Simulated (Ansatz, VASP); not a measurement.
Si3C4 in VASP and in Ansatz

```xyz
7
Lattice="3.0029 0.0000 0.0000 -1.5015 2.6006 0.0000 0.0000 0.0000 8.8960" Properties=species:S:1:pos:R:3 pbc="T T T"
Si    0.0000    0.0000    4.4480
Si    1.5015    0.8669    1.5422
Si    0.0000    1.7338    7.3538
C     0.0000    0.0000    0.7601
C     0.0000    1.7338    5.5295
C     0.0000    0.0000    8.1359
C     1.5015    0.8669    3.3665
```

Change from the starting cell: species swapped into the Cr3Te4 type (C2/m, No. 12).

Alike in both runs: task relaxation of cell and atoms; functional PBE; k mesh 12 × 12 × 4; occupations gaussian, width 0.1 eV; no spin polarisation.

```csv
,VASP,Ansatz
version,VASP 6.6.1,Ansatz 0.2.0
potentials or method,"VASP PAW PBE potentials, release 64 (Si, C), cutoff 600 eV","scalar-relativistic, plane waves, PAW"
valence electrons in the cell,28,28
```

Ansatz gave:

| Quantity | Value |
| --- | --- |
| gap on the k mesh at the Fermi level, each at its own relaxed structure (eV) | none |
| relaxed volume (Å³/atom) | 9.93 |
| relaxed cell length with the largest relative difference (Å) | 8.893 |

Q: Which values does VASP return?

A: gap on the k mesh at the Fermi level, each at its own relaxed structure (eV): none; relaxed volume (Å³/atom): 9.93; relaxed cell length with the largest relative difference (Å): 8.892.

A gap of «none» marks a metal or a gap that the smearing closes.
